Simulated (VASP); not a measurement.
# Ag (Fm-3m) in VASP: further runs

The runs below take Ag through single point, relaxation of cell and atoms, with r2SCAN.

All numbers are computed with VASP 6.6.1; they aren't measurements. Logs are shortened: lines on timing, memory, paths and dates and some standing lists are left out, and cuts for length are marked.

### Step 1. The cell of the first run

It takes space group Fm-3m (No. 225, cubic). The conventional cell has a = 4.104 Å, b = 4.104 Å, c = 4.104 Å, α = 90.00°, β = 90.00°, γ = 90.00°. Ag (site symmetry m-3m) has 12 Ag at 2.90 Å within 3.8 Å.

### Step 2. Single point, r2SCAN

The input, POSCAR:

```
Ag
1.0
    0.0000000000      2.0521781800      2.0521781800
    2.0521781800      0.0000000000      2.0521781800
    2.0521781800      2.0521781800      0.0000000000
Ag
1
Direct
    0.0000000000      0.0000000000      0.0000000000
```

The input, INCAR.step1:

```
SYSTEM = Ag
ALGO = Normal
EDIFF = 1E-4
ENCUT = 520
GGA = PE
ISMEAR = 0
LASPH = .TRUE.
LCHARG = .FALSE.
LREAL = .FALSE.
LWAVE = .TRUE.
NBANDS = 12
NELM = 100
PREC = Accurate
SIGMA = 0.1
```

The input, INCAR.step2:

```
SYSTEM = Ag
ALGO = Normal
EDIFF = 1E-7
ENCUT = 520
ISIF = 2
ISMEAR = 0
ISTART = 1
LASPH = .TRUE.
LCHARG = .FALSE.
LMIXTAU = .TRUE.
LREAL = .FALSE.
LWAVE = .FALSE.
METAGGA = R2SCAN
NBANDS = 12
NELM = 100
PREC = Accurate
SIGMA = 0.1
```

The input, KPOINTS:

```
k-points
0
G
  8 8 8
  0 0 0
```

Potentials or basis: VASP PAW PBE potentials, release 64 (Ag).

Launch:

```console
$ cat potpaw_PBE.64/Ag/POTCAR > POTCAR
$ cp INCAR.step1 INCAR
$ mpirun -np 1 vasp_std > vasp.out
$ cp INCAR.step2 INCAR
$ mpirun -np 1 vasp_std > vasp.out
```

OUTCAR:

```text
SYSTEM = Ag
   EDIFF = 1E-7
   ENCUT = 520
   ISIF = 2
   ISMEAR = 0
   ISTART = 1
   LASPH = .TRUE.
   LREAL = .FALSE.
   METAGGA = R2SCAN
   NELM = 100
   PREC = Accurate

 ion  position               nearest neighbor table
   1  0.000  0.000  0.000-

  LATTYP: Found a face centered cubic cell.
 ALAT       =     4.1043563600

  Lattice vectors:

 A1 = (   0.0000000000,   2.0521781800,   2.0521781800)
 A2 = (   2.0521781800,   0.0000000000,   2.0521781800)
 A3 = (   2.0521781800,   2.0521781800,   0.0000000000)

Analysis of symmetry for initial positions (statically):
=====================================================================
 Subroutine PRICEL returns:
 Original cell was already a primitive cell.

 Routine SETGRP: Setting up the symmetry group for a
 face centered cubic supercell.

 Subroutine GETGRP returns: Found 48 space group operations
 (whereof 48 operations were pure point group operations)
 out of a pool of 48 trial point group operations.

The static configuration has the point symmetry O_h .

Analysis of symmetry for dynamics (positions and initial velocities):
=====================================================================
 Subroutine PRICEL returns:
 Original cell was already a primitive cell.

 Routine SETGRP: Setting up the symmetry group for a
 face centered cubic supercell.

 Subroutine GETGRP returns: Found 48 space group operations
 (whereof 48 operations were pure point group operations)
 out of a pool of 48 trial point group operations.

The dynamic configuration has the point symmetry O_h .

 Subroutine INISYM returns: Found 48 space group operations
 (whereof 48 operations are pure point group operations),
 and found     1 'primitive' translations

----------------------------------------------------------------------------------------

                                     Primitive cell

  volume of cell :      17.2852

  direct lattice vectors                    reciprocal lattice vectors
     0.000000000  2.052178180  2.052178180    -0.243643561  0.243643561  0.243643561
     2.052178180  0.000000000  2.052178180     0.243643561 -0.243643561  0.243643561
     2.052178180  2.052178180  0.000000000     0.243643561  0.243643561 -0.243643561

  length of vectors
     2.902218215  2.902218215  2.902218215     0.422003027  0.422003027  0.422003027

  position of ions in fractional coordinates (direct lattice)
     0.000000000  0.000000000  0.000000000

  ion indices of the primitive-cell ions
   primitive index   ion index
                 1           1

----------------------------------------------------------------------------------------

 KPOINTS: k-points

Automatic generation of k-mesh.
 Grid dimensions read from file:
 generate k-points for:    8    8    8

 Generating k-lattice:

  Cartesian coordinates                     Fractional coordinates (reciprocal lattice)
    -0.030455445  0.030455445  0.030455445     0.125000000  0.000000000  0.000000000
     0.030455445 -0.030455445  0.030455445     0.000000000  0.125000000  0.000000000
     0.030455445  0.030455445 -0.030455445     0.000000000  0.000000000  0.125000000

  Length of vectors
     0.052750378  0.052750378  0.052750378

  Shift w.r.t. Gamma in fractional coordinates (k-lattice)
     0.000000000  0.000000000  0.000000000

 Subroutine IBZKPT returns following result:
 ===========================================

 Found     29 irreducible k-points:

 Following reciprocal coordinates:
            Coordinates               Weight
  0.000000  0.000000  0.000000      1.000000
  0.125000  0.000000  0.000000      8.000000
  0.250000  0.000000  0.000000      8.000000
  0.375000  0.000000  0.000000      8.000000
  0.500000  0.000000  0.000000      4.000000
  0.125000  0.125000  0.000000      6.000000
[... 16 lines left out ...]
  0.500000  0.250000  0.125000     48.000000
 -0.375000  0.250000  0.125000     24.000000
 [... further k-points ...]
   k-points           NKPTS =     29   k-points in BZ     NKDIM =     29   number of bands    NBANDS=     12
   number of dos      NEDOS =    301   number of ions     NIONS =      1
   total plane-waves  NPLWV =  13824
   dimension x,y,z NGX =    24 NGY =   24 NGZ =   24
   dimension x,y,z NGXF=    48 NGYF=   48 NGZF=   48
   ions per type =               1
   NGX,Y,Z   is equivalent  to a cutoff of  13.75, 13.75, 13.75 a.u.
   NGXF,Y,Z  is equivalent  to a cutoff of  27.50, 27.50, 27.50 a.u.
 SYSTEM =  Ag
   PREC   = accura    normal or accurate (medium, high low for compatibility)
   ISTART =      1    job   : 0-new  1-cont  2-samecut
   ICHARG =      0    charge: 1-file 2-atom 10-const
   ISPIN  =      1    spin polarized calculation?
   LNONCOLLINEAR =      F non collinear calculations
   LSORBIT =      F    spin-orbit coupling
   LASPH  =      T    aspherical Exc in radial PAW
   ENCUT  =  520.0 eV  38.22 Ry    6.18 a.u.   5.40  5.40  5.40*2*pi/ulx,y,z
   NELM   =    100;   NELMIN=  2; NELMDL=  0     # of ELM steps
   EDIFF  = 0.1E-06   stopping-criterion for ELM
   LREAL  =      F    real-space projection
   EDIFFG = 0.1E-05   stopping-criterion for IOM
   NSW    =      0    number of steps for IOM
   IBRION =     -1    ionic relax: 0-MD 1-quasi-New 2-CG
   NFREE  =      0    steps in history (QN), initial steepest desc. (CG)
   ISIF   =      2    stress and relaxation
   ISYM   =      2    0-nonsym 1-usesym 2-fastsym
   POTIM  = 0.5000    time-step for ionic-motion
   TEBEG  =    0.0;   TEEND  =   0.0 temperature during run
   PSTRESS=    0.0 pullay stress
   NELECT =      11.0000    total number of electrons
   NUPDOWN=      -1.0000    fix difference up-down
   EMIN   =  10.00;   EMAX   =-10.00  energy-range for DOS
   EFERMI =   0.00;   METHOD = LEGACY
   ISMEAR =     0;   SIGMA  =   0.10  broadening in eV -4-tet -1-fermi 0-gaus
   EFERMI_NEDOS =   21; number of points for ismear=-14 and -15
   IALGO  =     38    algorithm
   IMIX   =      4    mixing-type and parameters
     AMIX     =   0.40;   BMIX     =  1.00
     AMIX_MAG =   1.60;   BMIX_MAG =  1.00
  volume/ion in A,a.u.               =      17.29       116.65
  Fermi-wavevector in a.u.,A,eV,Ry     =   1.408145  2.661008 26.978610  1.982872
  Thomas-Fermi vector in A             =   2.530332
   LORBIT       =      0    0 simple, 1 ext, 2 COOP (PROOUT), +10 PAW based schemes
   METAGGA = R2SCAN    functional components
   LHFCALC =     F    Hartree Fock is set to
   AEXX    =    0.0000 exact exchange contribution
   IVDW    =     0    specifies the selected vdW correction
   LEPSILON=     F    determine dielectric tensor
   LRPA    =     F    only Hartree local field effects (RPA)
 non-spin polarized calculation
 Gauss-broadening in eV      SIGMA  =   0.10
  energy-cutoff  :      520.00
  volume of cell :       17.29
 maximum number of plane-waves:       483
 NGX is ok and might be reduce to    24
   NGX = 11   NGY = 11   NGZ = 11

 number of electron      10.9999999 magnetization

 Free energy of the ion-electron system (eV)
  ---------------------------------------------------
  ext. energy  EPLUGINS =         0.00000000
  ---------------------------------------------------
  free energy    TOTEN  =       -21.32916015 eV

  energy without entropy =      -21.32605139  energy(sigma->0) =      -21.32760577

 E-fermi :   8.0161     XC(G=0): -12.8694

 val. band max:        7.9506361401   @ k =   0.5000   0.0000   0.0000
 cond. band min:       8.4693349366   @ k =   0.5000   0.3750   0.1250
 fundamental gap:      0.5186987965
 Fermi energy:         8.0160531812

 k-point     1 :       0.0000    0.0000    0.0000
  band No.  band energies     occupation
      1       0.3922      2.00000
      2       3.1628      2.00000
      3       3.1628      2.00000
      4       3.1628      2.00000
      5       4.1836      2.00000
      6       4.1836      2.00000
      7      24.8716      0.00000
      8      28.5059      0.00000
      9      28.5059      0.00000
     10      28.5059      0.00000
     11      33.4252      0.00000
     12      34.3965      0.00000

 k-point     2 :       0.1250    0.0000    0.0000
  band No.  band energies     occupation
      1       0.8713      2.00000
      2       3.0804      2.00000
      3       3.2809      2.00000
      4       3.2809      2.00000
      5       4.1503      2.00000
      6       4.1503      2.00000
      7      24.2871      0.00000
      8      25.9995      0.00000
      9      28.6294      0.00000
     10      28.6294      0.00000
     11      32.4208      0.00000
     12      33.8206      0.00000

 k-point     3 :       0.2500    0.0000    0.0000
  band No.  band energies     occupation
      1       1.7175      2.00000
      2       3.3607      2.00000
      3       3.3607      2.00000
      4       3.5124      2.00000
      5       4.3124      2.00000
      6       4.3124      2.00000
      7      19.6913      0.00000
      8      25.4636      0.00000
      9      28.4416      0.00000
     10      28.4416      0.00000
     11      31.8720      0.00000
     12      32.2768      0.00000
[... 286 lines left out ...]
 k-point    23 :       0.5000    0.2500    0.1250
  band No.  band energies     occupation
      1       2.3214      2.00000
      2       2.8654      2.00000
      3       3.2392      2.00000
      4       3.9466      2.00000
      5       4.7007      2.00000
      6       7.9367      1.73797
      7      15.8144      0.00000
      8      20.3685      0.00000
      9      22.7576      0.00000
     10      27.9579      0.00000
     11      31.4947      0.00000
     12      34.9286      0.00000

 k-point    24 :      -0.3750    0.2500    0.1250
  band No.  band energies     occupation
      1       2.2635      2.00000
      2       2.7194      2.00000
      3       3.6279      2.00000
      4       3.7607      2.00000
      5       4.9088      2.00000
      6      10.6238      0.00000
      7      12.2704      0.00000
      8      21.0265      0.00000
      9      21.1958      0.00000
     10      27.3695      0.00000
     11      32.1370      0.00000
     12      36.4076      0.00000

 [... further k-points ...]

------------------------ aborting loop because EDIFF is reached ----------------------------------------

  FORCE on cell =-STRESS in cart. coord.  units (eV):
  Direction    XX          YY          ZZ          XY          YZ          ZX
  --------------------------------------------------------------------------------------
  -------------------------------------------------------------------------------------
  Total        0.0768175      0.0768175      0.0768175      0.0000000      0.0000000     -0.0000000
  in kB        7.1202554      7.1202554      7.1202554      0.0000000      0.0000000     -0.0000000
  external PRESSURE =       7.1202554 kB  Pullay stress =       0.0000000 kB

 VOLUME and BASIS-vectors are now :
 -----------------------------------------------------------------------------
  energy-cutoff  :      520.00
  volume of cell :       17.29
      direct lattice vectors                 reciprocal lattice vectors
     0.000000000  2.052178180  2.052178180    -0.243643561  0.243643561  0.243643561
     2.052178180  0.000000000  2.052178180     0.243643561 -0.243643561  0.243643561
     2.052178180  2.052178180  0.000000000     0.243643561  0.243643561 -0.243643561

 POSITION                                       TOTAL-FORCE (eV/Angst)
 -----------------------------------------------------------------------------------
      0.00000      0.00000      0.00000        -0.000000     -0.000000     -0.000000
 -----------------------------------------------------------------------------------
    total drift:                               -0.000000      0.000000      0.000000

  FREE ENERGIE OF THE ION-ELECTRON SYSTEM (eV)
  ---------------------------------------------------
  free  energy   TOTEN  =       -21.3291601505 eV

  energy  without entropy=      -21.3260513946  energy(sigma->0) =      -21.32760577
```

It took 52 s on 1 thread of Intel Xeon 8259CL, shared host; peak memory 0.15 GiB.

What came out:

```
Free energy            : -21.3292 eV
Pressure               : 0.7 GPa
Band gap on the k mesh : zero (an odd number of electrons rules out a gap without spin polarisation)
```

Caveat: the PAW data sets were made with another functional, which shifts forces and pressure a little.

### Step 3. Single point, r2SCAN

POSCAR is that of step 2.

The input, INCAR.step1:

```
ALGO = Normal
EDIFF = 1E-4
ENCUT = 520
GGA = PE
ISMEAR = 0
LASPH = True
LCHARG = False
LREAL = False
LWAVE = True
NBANDS = 12
NELM = 60
PREC = Accurate
SIGMA = 0.1
```

The input, INCAR.step2:

```
ALGO = Normal
EDIFF = 1E-7
ENCUT = 520
ISIF = 2
ISMEAR = 0
ISTART = 1
LASPH = True
LCHARG = False
LMIXTAU = True
LREAL = False
LWAVE = False
METAGGA = R2SCAN
NBANDS = 12
NELM = 60
PREC = Accurate
SIGMA = 0.1
```

The input, KPOINTS:

```
k-points
0
Gamma
  18 18 18
```

Potentials or basis: VASP PAW PBE potentials, release 64 (Ag).

Launch:

```console
$ cat potpaw_PBE.64/Ag/POTCAR > POTCAR
$ cp INCAR.step1 INCAR
$ mpirun -np 1 vasp_std > vasp.out
$ cp INCAR.step2 INCAR
$ mpirun -np 1 vasp_std > vasp.out
```

It took 2.5 min on 1 thread of Intel Xeon 8259CL, shared host; peak memory 0.18 GiB.

The run converged. Its results:

- Free energy: -21.3608 eV
- Pressure: 0.1 GPa
- Band gap on the k mesh: zero (an odd number of electrons rules out a gap without spin polarisation)

Levels at points of the mesh, in eV from the Fermi level:
```
           k point  band 3  band 4  band 5  band 6  band 7  band 8  band 9  band 10
(0.00, 0.00, 0.00)   -5.06   -5.06   -4.04   -4.04   16.65   20.30   20.30    20.30
(0.50, 0.00, 0.00)   -5.08   -3.24   -3.24   -0.26    3.66   15.89   18.50    18.50
(0.50, 0.50, 0.00)   -3.28   -3.03   -3.03    1.77    6.90   11.10   11.10    17.55
```

Caveat: the PAW data sets were made with another functional, which shifts forces and pressure a little.

### Step 4. Relaxation of cell and atoms, r2SCAN

POSCAR is that of step 3.

The input, INCAR.step1:

```
SYSTEM = Ag
PREC = Accurate
ENCUT = 600
ISMEAR = 0
SIGMA = 0.1
LREAL = .FALSE.
LASPH = .TRUE.
NELM = 60
GGA = PE
ALGO = Normal
EDIFF = 1E-4
LWAVE = .TRUE.
LCHARG = .FALSE.
```

The input, INCAR.step2:

```
SYSTEM = Ag
PREC = Accurate
ENCUT = 600
EDIFF = 1E-7
ISMEAR = 0
SIGMA = 0.1
LREAL = .FALSE.
LASPH = .TRUE.
NELM = 60
ALGO = Normal
ISIF = 3
LWAVE = .FALSE.
LCHARG = .FALSE.
METAGGA = R2SCAN
LMIXTAU = .TRUE.
IBRION = 2
NSW = 100
EDIFFG = -0.005
ISTART = 1
```

The input, KPOINTS:

```
regular mesh
0
G
  18 18 18
  0 0 0
```

Launch:

```console
$ cat potpaw_PBE.64/Ag/POTCAR > POTCAR
$ cp INCAR.step1 INCAR
$ mpirun -np 1 vasp_std > vasp.out
$ cp INCAR.step2 INCAR
$ mpirun -np 1 vasp_std > vasp.out
```

It took 5.2 min on 1 thread of Intel Xeon 8259CL, shared host; peak memory 0.19 GiB.

Results (log left out):

```
Free energy                           : -21.3603 eV
Relaxed volume                        : 17.30 Å³/atom
Relaxed cell                          : a = 2.903 Å, b = 2.903 Å, c = 2.903 Å, α = 60.00°, β = 60.00°, γ = 60.00°
Space group after relaxing (to 0.1 Å) : Fm-3m (No. 225)
Energy gained by relaxing             : 0.0 meV/atom
Ionic steps                           : 3
Pressure after relaxing               : 0.0 GPa
Band gap on the k mesh                : zero (an odd number of electrons rules out a gap without spin polarisation)
```

Final structure:
```yaml
crystal:
  lattice:
    - [0.00000, 2.05272, 2.05272]
    - [2.05272, 0.00000, 2.05272]
    - [2.05272, 2.05272, 0.00000]
  atoms:
    - { symbol: Ag, position: [0.00000, 0.00000, 0.00000] }
```

Levels at points of the mesh, in eV from the Fermi level:
```tsv
k point	band 2	band 3	band 4	band 5	band 6	band 7	band 8	band 9
(0.00, 0.00, 0.00)	-5.05	-5.05	-5.05	-4.04	-4.04	16.65	20.29	20.29
(0.50, 0.00, 0.00)	-5.08	-5.08	-3.24	-3.24	-0.26	3.66	15.89	18.49
(0.50, 0.50, 0.00)	-6.55	-3.28	-3.03	-3.03	1.77	6.89	11.09	11.09
```

Caveat: the PAW data sets were made with another functional, which shifts forces and pressure a little.

### Step 5. The runs side by side

```csv
task,cell,k mesh,cutoff (eV),gap on the mesh (eV),pressure (GPa)
single point,as given,8 × 8 × 8,520,none,0.7
single point,as given,18 × 18 × 18,520,none,0.1
relaxation of cell and atoms,relaxed,18 × 18 × 18,600,none,0.0
```

Alike in all rows: level r2SCAN; potentials or basis VASP PAW PBE potentials, release 64 (Ag); no spin polarisation; smearing gaussian 0.1 eV.

Caveats: the PAW data sets were made with another functional, which shifts forces and pressure a little.

Total energies depend on the potentials used, so only differences within one code and one set of settings carry meaning.
